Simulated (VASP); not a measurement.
## KZnF3: single point with PBEsol

The system is KZnF3.

```
Zn K F
1.0
     4.10330    0.00000    0.00000
     0.00000    4.10330    0.00000
     0.00000    0.00000    4.10330
Zn K F
1 1 3
Direct
  0.50000 0.50000 0.50000
  0.00000 0.00000 0.00000
  0.50000 0.00000 0.50000
  0.00000 0.50000 0.50000
  0.50000 0.50000 0.00000
```

| Property | Result |
| --- | --- |
| Program | VASP 6.6.1 |
| Task | single point |
| Functional | PBEsol |
| Potentials or basis | VASP PAW PBE potentials, release 64 (Zn, K_sv, F) |
| Cutoff | 520 eV |
| k mesh | 7 × 7 × 7 |
| Occupations | fermi-dirac, width 0.05 eV |
| Spin | no spin polarisation |
| Dipole correction | no |
| Further INCAR settings | ALGO = Normal; EDIFF = 1e-06; NBANDS = 29 |

| Property | Result |
| --- | --- |
| Pressure | -2.4 GPa |
| Band gap on the k mesh | 3.65 eV, indirect (least direct gap 5.18 eV) |

Levels at points of the mesh, in eV from the valence-band top:
```tsv
k point	band 17	band 18	band 19	band 20	band 21	band 22	band 23	band 24	band 25	band 26
(0.00, 0.00, 0.00)	-1.71	-1.71	-1.53	-1.53	-1.53	3.65	8.87	8.87	9.26	11.18
```

It took 16 s on 1 thread of Intel(R) Xeon(R) 6975P-C (Granite Rapids), with other jobs on the host, peak memory 0.19 GiB.

Caveat: the PAW data sets were made with another functional, which shifts forces and pressure a little. A hybrid or GW would open this gap; PBEsol tends to underestimate it.
